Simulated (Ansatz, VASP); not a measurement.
C: VASP beside Ansatz

```xyz
4
Lattice="1.2333 -2.1360 0.0000 1.2333 2.1360 0.0000 0.0000 0.0000 8.7070" Properties=species:S:1:pos:R:3 pbc="T T T"
C     1.2333    1.5238    6.3621
C     1.2333   -0.0998    2.3449
C     1.2333   -1.5238    2.3449
C     1.2333    0.0998    6.3621
```

Change from the starting cell: mode 1 frozen in at -0.256 Å and mode 6 at -0.171 Å (largest displacements).

Alike in both runs: task single point; functional PBE; k mesh 18 × 18 × 6; occupations gaussian, width 0.15 eV; no spin polarisation.

|  | VASP | Ansatz |
| --- | --- | --- |
| version | VASP 6.6.1 | Ansatz 0.2.0 |
| potentials or method | VASP PAW PBE potentials, release 64 (C), cutoff 520 eV | scalar-relativistic, plane waves, PAW |
| valence electrons in the cell | 16 | 16 |

VASP gave:

- gap on the k mesh at the Fermi level (eV): 0.02
- least direct gap on the mesh (eV): 0.02
- pressure (GPa): 0.4
- traceless stress, the component that is largest in VASP (GPa): -0.35

Q: Which values does Ansatz return?

A: gap on the k mesh at the Fermi level (eV): 0.02; least direct gap on the mesh (eV): 0.02; pressure (GPa): 0.0; traceless stress, the component that is largest in VASP (GPa): 0.06.
